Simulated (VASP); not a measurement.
**GaAs: single point with r2SCAN**

GaAs:

```
Ga As
1.0
     0.00000    2.83308    2.83308
     2.96114    0.00000    2.83308
     2.96114    2.83308    0.00000
Ga As
1 1
Direct
  0.00000 0.00000 0.00000
  0.25000 0.25000 0.25000
```

This cell differs from its parent crystal: uniaxial x strain +4.5%.

| Quantity | Value |
| --- | --- |
| Program | VASP 6.6.1 |
| Task | single point |
| Functional | r2SCAN |
| Potentials or basis | VASP PAW PBE potentials, release 64 (Ga_d, As) |
| Cutoff | 520 eV |
| k mesh | 8 × 8 × 8 |
| Occupations | fermi-dirac, width 0.02 eV |
| Spin | no spin polarisation |
| Dipole correction | no |
| Further INCAR settings | ALGO = Normal; EDIFF = 1e-06; NBANDS = 16 |

The pressure is -2.8 GPa and the band gap on the k mesh is 0.49 eV, direct.

Stress tensor (GPa, compression positive):
```
-4.94  0.00  0.00
 0.00 -1.80  0.00
 0.00  0.00 -1.80
```

Levels at points of the mesh, in eV from the valence-band top:
| k point | band 5 | band 6 | band 7 | band 8 | band 9 | band 10 | band 11 | band 12 | band 13 | band 14 |
| --- | --- | --- | --- | --- | --- | --- | --- | --- | --- | --- |
| (0.00, 0.00, 0.00) | -15.17 | -12.93 | -0.27 | 0.00 | 0.00 | 0.49 | 3.90 | 3.90 | 4.04 | 7.97 |
| (0.50, 0.00, 0.00) | -15.16 | -11.24 | -6.63 | -1.38 | -1.01 | 1.08 | 4.78 | 5.02 | 8.14 | 10.60 |
| (0.50, 0.50, 0.00) | -15.16 | -10.48 | -6.75 | -2.79 | -2.76 | 1.67 | 1.73 | 10.14 | 10.37 | 11.22 |
| (0.00, 0.50, 0.50) | -15.17 | -10.64 | -7.01 | -2.49 | -2.49 | 1.95 | 2.16 | 10.33 | 10.33 | 10.94 |

Wall time 2.6 min on 1 thread of Intel(R) Xeon(R) Platinum 8488C (Sapphire Rapids), with other jobs on the host, peak memory 0.2 GiB.

Caveat: the cell differs from its parent crystal (uniaxial x strain +4.5%); the PAW data sets were made with another functional, which shifts forces and pressure a little.
